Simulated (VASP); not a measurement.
The system is CaSe.

```
CELL_PARAMETERS angstrom
0.00000 2.96753 2.96753
2.96753 0.00000 2.96753
2.96753 2.96753 0.00000
ATOMIC_POSITIONS crystal
Ca 0.00000 0.00000 0.00000
Se 0.50000 0.50000 0.50000
```

Base run:

* Program: VASP 6.6.1
* Functional: r2SCAN
* Potentials or basis: VASP PAW PBE potentials, release 64 (Ca_sv, Se)
* Cutoff: 520 eV
* k mesh: 8 × 8 × 8
* Occupations: gaussian, width 0.01 eV
* Spin: no spin polarisation

Its results: band gap on the k mesh 2.52 eV, indirect (least direct gap 3.46 eV); pressure 0.2 GPa.

Problem. The run is repeated on the same cell with these changes: functional from r2SCAN to PBE; k mesh from 8 × 8 × 8 to 4 × 4 × 4. What comes out?

Solution. Band gap on the k mesh 2.04 eV, indirect (least direct gap 2.96 eV); pressure 0.9 GPa.

Several settings changed at once, so the effect can't be laid on one alone.

Caveats: some runs use coarse meshes; the PAW data sets were made with another functional, which shifts forces and pressure a little (some runs).

A k mesh can miss the band edges.
